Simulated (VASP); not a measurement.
# Rh in VASP: relaxation of the atoms with PBE

Aim: the relaxation of the atoms of Rh with PBE.

Everything below comes from runs of VASP 6.6.1. Logs are shortened: lines on timing, memory, paths and dates and some standing lists are left out, and cuts for length are marked.

## (1) The cell of the first run

The cell holds a slab with vacuum, 2 atoms: a = 2.659 Å, b = 2.659 Å, c = 18.171 Å, α = 90.00°, β = 90.00°, γ = 109.47°.

## (2) Relaxation of the atoms, PBE

INCAR reads:

```
PREC = Accurate
ENCUT = 520
EDIFF = 1E-6
ISMEAR = -1
SIGMA = 0.05
LREAL = False
LASPH = True
NELM = 60
ALGO = Normal
ISIF = 2
LWAVE = False
LCHARG = False
LDIPOL = True
IDIPOL = 3
DIPOL = 0.5 0.5 0.500
GGA = PE
IBRION = 2
NSW = 32
EDIFFG = -0.01
```

KPOINTS reads:

```
regular mesh
0
Gamma
  13 13 1
```

POSCAR reads:

```
Rh
1.0
    2.6588071601      0.0000000000      0.0000000000
   -0.8862690534      2.5067474304      0.0000000000
    0.0000000000      0.0000000000     18.1709000000
Rh
2
Direct
    0.2500000000      0.2500000000      0.4435143558
    0.7500000000      0.7500000000      0.5564856442
```

Potentials or basis: VASP PAW PBE potentials, release 64 (Rh_pv).

Started as:

```
> cat potpaw_PBE.64/Rh_pv/POTCAR > POTCAR
> mpirun -np 1 vasp_std > vasp.out
```

OUTCAR:

```text
PREC = Accurate
   ENCUT = 520
   EDIFF = 1E-6
   ISMEAR = -1
   LREAL = False
   LASPH = True
   NELM = 60
   ISIF = 2
   GGA = PE
   IBRION = 2
   NSW = 32
   EDIFFG = -0.01

 ion  position               nearest neighbor table
   1  0.250  0.250  0.444-   2 2.56   2 2.56   2 2.99   2 2.99
   2  0.750  0.750  0.556-   1 2.56   1 2.56   1 2.99   1 2.99

  LATTYP: Found a base centered orthorhombic cell.
 ALAT       =     3.0701260592
 B/A-ratio  =     1.4142135624
 C/A-ratio  =     5.9186169068

  Lattice vectors:

 A1 = (   2.6588071601,   0.0000000000,   0.0000000000)
 A2 = (  -0.8862690534,   2.5067474304,   0.0000000000)
 A3 = (   0.0000000000,   0.0000000000,  18.1709000000)

Analysis of symmetry for initial positions (statically):
=====================================================================
 Subroutine PRICEL returns:
 Original cell was already a primitive cell.

 Routine SETGRP: Setting up the symmetry group for a
 base centered orthorhombic supercell.

 Subroutine GETGRP returns: Found  8 space group operations
 (whereof  4 operations were pure point group operations)
 out of a pool of  8 trial point group operations.

The static configuration has the point symmetry C_2h.
 The point group associated with its full space group is D_2h.

Analysis of symmetry for dynamics (positions and initial velocities):
=====================================================================
 Subroutine PRICEL returns:
 Original cell was already a primitive cell.

 Routine SETGRP: Setting up the symmetry group for a
 base centered orthorhombic supercell.

 Subroutine GETGRP returns: Found  8 space group operations
 (whereof  4 operations were pure point group operations)
 out of a pool of  8 trial point group operations.

The dynamic configuration has the point symmetry C_2h.
 The point group associated with its full space group is D_2h.

 Subroutine INISYM returns: Found  8 space group operations
 (whereof  4 operations are pure point group operations),
 and found     1 'primitive' translations

----------------------------------------------------------------------------------------

                                     Primitive cell

  volume of cell :     121.1083

  direct lattice vectors                    reciprocal lattice vectors
     2.658807160  0.000000000  0.000000000     0.376108510  0.132974439  0.000000000
    -0.886269053  2.506747430  0.000000000     0.000000000  0.398923317  0.000000000
     0.000000000  0.000000000 18.170900000     0.000000000  0.000000000  0.055033047

  length of vectors
     2.658807160  2.658807160 18.170900000     0.398923317  0.398923317  0.055033047

  position of ions in fractional coordinates (direct lattice)
     0.250000000  0.250000000  0.443514356
     0.750000000  0.750000000  0.556485644

  ion indices of the primitive-cell ions
   primitive index   ion index
                 1           1
                 2           2

----------------------------------------------------------------------------------------

 KPOINTS: regular mesh

Automatic generation of k-mesh.
 Grid dimensions read from file:
 generate k-points for:   13   13    1

 Generating k-lattice:

  Cartesian coordinates                     Fractional coordinates (reciprocal lattice)
     0.028931424  0.010228803  0.000000000     0.076923077  0.000000000  0.000000000
     0.000000000  0.030686409  0.000000000     0.000000000  0.076923077  0.000000000
     0.000000000  0.000000000  0.055033047     0.000000000  0.000000000  1.000000000

  Length of vectors
     0.030686409  0.030686409  0.055033047

  Shift w.r.t. Gamma in fractional coordinates (k-lattice)
     0.000000000  0.000000000  0.000000000

 Subroutine IBZKPT returns following result:
 ===========================================

 Found     49 irreducible k-points:

 Following reciprocal coordinates:
            Coordinates               Weight
  0.000000  0.000000  0.000000      1.000000
  0.076923 -0.000000  0.000000      4.000000
  0.153846  0.000000  0.000000      4.000000
  0.230769  0.000000  0.000000      4.000000
  0.307692  0.000000  0.000000      4.000000
  0.384615 -0.000000  0.000000      4.000000
[... 16 lines left out ...]
  0.384615  0.153846  0.000000      4.000000
  0.461538  0.153846  0.000000      4.000000
 [... further k-points ...]
   k-points           NKPTS =     49   k-points in BZ     NKDIM =     49   number of bands    NBANDS=     19
   number of dos      NEDOS =    301   number of ions     NIONS =      2
   total plane-waves  NPLWV =  56000
   dimension x,y,z NGX =    20 NGY =   20 NGZ =  140
   dimension x,y,z NGXF=    40 NGYF=   40 NGZF=  280
   ions per type =               2
   NGX,Y,Z   is equivalent  to a cutoff of  12.51, 12.51, 12.81 a.u.
   NGXF,Y,Z  is equivalent  to a cutoff of  25.01, 25.01, 25.62 a.u.
 SYSTEM =  unknown system
   PREC   = accura    normal or accurate (medium, high low for compatibility)
   ISTART =      0    job   : 0-new  1-cont  2-samecut
   ICHARG =      2    charge: 1-file 2-atom 10-const
   ISPIN  =      1    spin polarized calculation?
   LNONCOLLINEAR =      F non collinear calculations
   LSORBIT =      F    spin-orbit coupling
   LASPH  =      T    aspherical Exc in radial PAW
   ENCUT  =  520.0 eV  38.22 Ry    6.18 a.u.   4.94  4.94 33.79*2*pi/ulx,y,z
   NELM   =     60;   NELMIN=  2; NELMDL= -5     # of ELM steps
   EDIFF  = 0.1E-05   stopping-criterion for ELM
   LREAL  =      F    real-space projection
   EDIFFG = -.1E-01   stopping-criterion for IOM
   NSW    =     32    number of steps for IOM
   IBRION =      2    ionic relax: 0-MD 1-quasi-New 2-CG
   NFREE  =      1    steps in history (QN), initial steepest desc. (CG)
   ISIF   =      2    stress and relaxation
   ISYM   =      2    0-nonsym 1-usesym 2-fastsym
   POTIM  = 0.5000    time-step for ionic-motion
   TEBEG  =    0.0;   TEEND  =   0.0 temperature during run
   PSTRESS=    0.0 pullay stress
   NELECT =      30.0000    total number of electrons
   NUPDOWN=      -1.0000    fix difference up-down
   EMIN   =  10.00;   EMAX   =-10.00  energy-range for DOS
   EFERMI =   0.00;   METHOD = LEGACY
   ISMEAR =    -1;   SIGMA  =   0.05  broadening in eV -4-tet -1-fermi 0-gaus
   EFERMI_NEDOS =   21; number of points for ismear=-14 and -15
   IALGO  =     38    algorithm
   IMIX   =      4    mixing-type and parameters
     AMIX     =   0.40;   BMIX     =  1.00
     AMIX_MAG =   1.60;   BMIX_MAG =  1.00
  volume/ion in A,a.u.               =      60.55       408.64
  Fermi-wavevector in a.u.,A,eV,Ry     =   1.028152  1.942925 14.382670  1.057096
  Thomas-Fermi vector in A             =   2.162134
   LORBIT       =      0    0 simple, 1 ext, 2 COOP (PROOUT), +10 PAW based schemes
   GGA     = PE    functional components
   LHFCALC =     F    Hartree Fock is set to
   AEXX    =    0.0000 exact exchange contribution
   IVDW    =     0    specifies the selected vdW correction
   LEPSILON=     F    determine dielectric tensor
   LRPA    =     F    only Hartree local field effects (RPA)
 conjugate gradient relaxation of ions
 non-spin polarized calculation
  energy-cutoff  :      520.00
  volume of cell :      121.11
 maximum number of plane-waves:      3302
   NGX =  9   NGY =  9   NGZ = 67

 number of electron      29.9999991 magnetization

 dipolmoment           0.000000      0.000000      0.000000 electrons x Angstroem

 Free energy of the ion-electron system (eV)
  ---------------------------------------------------
  ext. energy  EPLUGINS =         0.00000000
  ---------------------------------------------------
  free energy    TOTEN  =       -12.32653323 eV

  energy without entropy =      -12.28246078  energy(sigma->0) =      -12.30449701

 E-fermi :  -1.2538     XC(G=0):  -4.2650

 val. band max:       -1.2545055878   @ k =   0.4615   0.3846   0.0000
 cond. band min:      -1.2502196766   @ k =   0.3077   0.0000   0.0000
 fundamental gap:      0.0042859112
 Fermi energy:        -1.2538111569

 k-point     1 :       0.0000    0.0000    0.0000
  band No.  band energies     occupation
      1     -47.5851      2.00000
      2     -47.3180      2.00000
      3     -47.1595      2.00000
      4     -47.1503      2.00000
      5     -47.0804      2.00000
      6     -47.0785      2.00000
[... 11 lines left out ...]
     18      -0.4563      0.00000
     19       0.3088      0.00000

 k-point     2 :       0.0769   -0.0000    0.0000
  band No.  band energies     occupation
      1     -47.5801      2.00000
      2     -47.3371      2.00000
      3     -47.1633      2.00000
      4     -47.1545      2.00000
      5     -47.0934      2.00000
      6     -47.0926      2.00000
[... 11 lines left out ...]
     18      -0.7851      0.00017
     19       0.9864      0.00000

 k-point     3 :       0.1538    0.0000    0.0000
  band No.  band energies     occupation
      1     -47.5681      2.00000
      2     -47.3910      2.00000
      3     -47.2143      2.00000
      4     -47.1456      2.00000
      5     -47.1261      2.00000
      6     -47.1114      2.00000
[... 11 lines left out ...]
     18      -0.8898      0.00138
     19       2.0138      0.00000

 k-point     4 :       0.2308    0.0000    0.0000
  band No.  band energies     occupation
      1     -47.5609      2.00000
      2     -47.4712      2.00000
      3     -47.2896      2.00000
      4     -47.1714      2.00000
      5     -47.1320      2.00000
      6     -47.1205      2.00000
[... 11 lines left out ...]
     18      -0.2344      0.00000
     19       3.0917      0.00000

 k-point     5 :       0.3077    0.0000    0.0000
  band No.  band energies     occupation
      1     -47.5826      2.00000
      2     -47.5606      2.00000
      3     -47.3388      2.00000
      4     -47.2096      2.00000
      5     -47.1269      2.00000
      6     -47.1254      2.00000
[... 11 lines left out ...]
     18       0.5643      0.00000
     19       4.2076      0.00000

 k-point     6 :       0.3846   -0.0000    0.0000
  band No.  band energies     occupation
      1     -47.6358      2.00000
      2     -47.6339      2.00000
      3     -47.3384      2.00000
      4     -47.2450      2.00000
      5     -47.1278      2.00000
      6     -47.1255      2.00000
[... 11 lines left out ...]
     18       1.4620      0.00000
     19       5.2845      0.00000

 k-point     7 :       0.4615    0.0000    0.0000
  band No.  band energies     occupation
      1     -47.6770      2.00000
      2     -47.6745      2.00000
      3     -47.3123      2.00000
      4     -47.2792      2.00000
      5     -47.1279      2.00000
      6     -47.1265      2.00000
[... 11 lines left out ...]
     18       1.9619      0.00000
     19       5.5280      0.00000

 k-point     8 :       0.0769    0.0769    0.0000
  band No.  band energies     occupation
      1     -47.5731      2.00000
      2     -47.3702      2.00000
      3     -47.1791      2.00000
      4     -47.1451      2.00000
      5     -47.1122      2.00000
      6     -47.1065      2.00000
[... 256 lines left out ...]
 k-point    20 :       0.1538    0.1538    0.0000
  band No.  band energies     occupation
      1     -47.5551      2.00000
      2     -47.4639      2.00000
      3     -47.2305      2.00000
      4     -47.2064      2.00000
      5     -47.1796      2.00000
      6     -47.1442      2.00000
[... 11 lines left out ...]
     18       0.3594      0.00000
     19       3.5108      0.00000

 k-point    21 :       0.2308    0.1538    0.0000
  band No.  band energies     occupation
      1     -47.5600      2.00000
      2     -47.5143      2.00000
      3     -47.2689      2.00000
      4     -47.2656      2.00000
      5     -47.2012      2.00000
      6     -47.1542      2.00000
[... 11 lines left out ...]
     18       1.2713      0.00000
     19       4.5176      0.00000

 k-point    22 :       0.3077    0.1538    0.0000
  band No.  band energies     occupation
      1     -47.5901      2.00000
      2     -47.5741      2.00000
      3     -47.3120      2.00000
      4     -47.3039      2.00000
      5     -47.1946      2.00000
      6     -47.1675      2.00000
[... 11 lines left out ...]
     18       2.3374      0.00000
     19       5.6188      0.00000

 k-point    23 :       0.3846    0.1538    0.0000
  band No.  band energies     occupation
      1     -47.6336      2.00000
      2     -47.6271      2.00000
      3     -47.3421      2.00000
      4     -47.3082      2.00000
      5     -47.1818      2.00000
      6     -47.1811      2.00000
[... 11 lines left out ...]
     18       3.4261      0.00000
     19       6.2282      0.00000

 k-point    24 :       0.4615    0.1538    0.0000
  band No.  band energies     occupation
      1     -47.6589      2.00000
      2     -47.6522      2.00000
      3     -47.3645      2.00000
      4     -47.2946      2.00000
      5     -47.1933      2.00000
      6     -47.1665      2.00000
[... 11 lines left out ...]
     18       3.1712      0.00000
     19       5.7401      0.00000

 [... further k-points ...]

------------------------ aborting loop because EDIFF is reached ----------------------------------------

 vacuum level on the upper side and lower side of the slab       (xc-potential included)        -0.085        -0.085

  FORCE on cell =-STRESS in cart. coord.  units (eV):
  Direction    XX          YY          ZZ          XY          YZ          ZX
  --------------------------------------------------------------------------------------
  -------------------------------------------------------------------------------------
  Total       -1.6003888     -2.3233023     -0.0042911     -1.0223542     -0.0000000      0.0000000
  in kB      -21.1720162    -30.7356536     -0.0567680    -13.5250257     -0.0000000      0.0000000
  external PRESSURE =     -17.3214792 kB  Pullay stress =       0.0000000 kB

 VOLUME and BASIS-vectors are now :
 -----------------------------------------------------------------------------
  energy-cutoff  :      520.00
  volume of cell :      121.11
      direct lattice vectors                 reciprocal lattice vectors
     2.658807160  0.000000000  0.000000000     0.376108510  0.132974439  0.000000000
    -0.886269053  2.506747430  0.000000000     0.000000000  0.398923317  0.000000000
     0.000000000  0.000000000 18.170900000     0.000000000  0.000000000  0.055033047

 POSITION                                       TOTAL-FORCE (eV/Angst)
 -----------------------------------------------------------------------------------
      0.44313      0.62669      8.05906        -0.000000     -0.000000     -0.005092
      1.32940      1.88006     10.11184         0.000000      0.000000      0.005092
 -----------------------------------------------------------------------------------
    total drift:                               -0.000000      0.000000      0.000000

  FREE ENERGIE OF THE ION-ELECTRON SYSTEM (eV)
  ---------------------------------------------------
  free  energy   TOTEN  =       -12.3265332337 eV

  energy  without entropy=      -12.2824607771  energy(sigma->0) =      -12.30449701

 reached required accuracy - stopping structural energy minimisation

 vacuum level on the upper side and lower side of the slab         3.788         3.788
```

Run time: 3.1 min. Hardware: 1 thread of Oxide Virtual Turin-like, shared host; peak memory 0.24 GiB.

Results:

| Item | Value |
| --- | --- |
| Free energy | -12.3265 eV |
| Largest force after relaxing | 0.005 eV/Å |
| Band gap on the k mesh | zero (bands 15 and 16 overlap by 1.95 eV) |

Forces on the atoms (eV/Å):
```
Rh   0.000  0.000 -0.005
Rh   0.000  0.000  0.005
```

Final structure:
```
Rh
1.0
     2.65881    0.00000    0.00000
    -0.88627    2.50675    0.00000
     0.00000    0.00000   18.17090
Rh
2
Direct
  0.25000 0.25000 0.44351
  0.75000 0.75000 0.55649
```

Levels at points of the mesh, in eV from the Fermi level:
| k point | band 13 | band 14 | band 15 | band 16 | band 17 | band 18 |
| --- | --- | --- | --- | --- | --- | --- |
| (0.00, 0.00, 0.00) | -0.88 | -0.55 | -0.31 | -0.17 | 0.00 | 0.80 |

Caveat: the relaxation stopped at its first step, so nothing moved.
